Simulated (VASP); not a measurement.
Input of a VASP 6.6.1 run:

File INCAR:

```
SYSTEM = TaNbO
ALGO = Normal ; EDIFF = 1E-6
ENCUT = 700 ; GGA = PE
GGA_COMPAT = .FALSE. ; ISIF = 2
ISMEAR = 0 ; LASPH = .TRUE.
LCHARG = .TRUE. ; LELF = .TRUE.
LREAL = .FALSE. ; LVHAR = .TRUE.
LWAVE = .FALSE. ; NBANDS = 76
NELM = 120 ; PREC = Accurate
SIGMA = 0.2
```

File KPOINTS:

```
k-points
0
G
  6 4 2
  0 0 0
```

POSCAR

```
TaNbO
1.0
    0.0000000000     -3.4829728348      0.0000000000
   -6.6539378298      0.0000000000      0.0000000000
    0.0000000000      0.0000000000     -9.7096058727
Ta Nb O
4 4 4
Direct
    0.0000000000      1.0000000000      0.7806020254
    0.0000000000      0.5000000000      0.7806020254
    0.5000000000      0.7500000000      0.2193979746
    0.5000000000      0.2500000000      0.2193979746
    0.5000000000      1.0000000000      0.5601844670
    0.5000000000      0.5000000000      0.5601844670
    0.0000000000      0.7500000000      0.4398155330
    0.0000000000      0.2500000000      0.4398155330
    0.5000000000      0.5000000000      0.1207598290
    0.5000000000      0.0000000000      0.1207598290
    0.0000000000      0.7500000000      0.8792401710
    0.0000000000      0.2500000000      0.8792401710
```

Potentials or basis: VASP PAW PBE potentials, release 64 (Ta_sv_GW, Nb_sv, O).

Command:

```console
$ cat potpaw_PBE.64/Ta_sv_GW/POTCAR potpaw_PBE.64/Nb_sv/POTCAR potpaw_PBE.64/O/POTCAR > POTCAR
$ mpirun -np 1 vasp_std > vasp.out
```

Q: Predict the pressure.

A: 0.1 GPa.

Q: Estimate the largest force.

A: 0.094 eV/Å.

Q: What does it give for the band gap on the k mesh?

A: Zero (bands 64 and 65 overlap by 0.57 eV).

Forces on the atoms (eV/Å):
```
Ta   0.000  0.000  0.094
Ta   0.000  0.000  0.094
Ta   0.000  0.000 -0.094
Ta   0.000  0.000 -0.094
Nb   0.000  0.000 -0.037
Nb   0.000  0.000 -0.037
Nb   0.000  0.000  0.037
Nb   0.000  0.000  0.037
O    0.000  0.000  0.059
O    0.000  0.000  0.059
O    0.000  0.000 -0.059
O    0.000  0.000 -0.059
```

Caveat: spin-orbit coupling is left out, which moves the levels of the heavy elements.
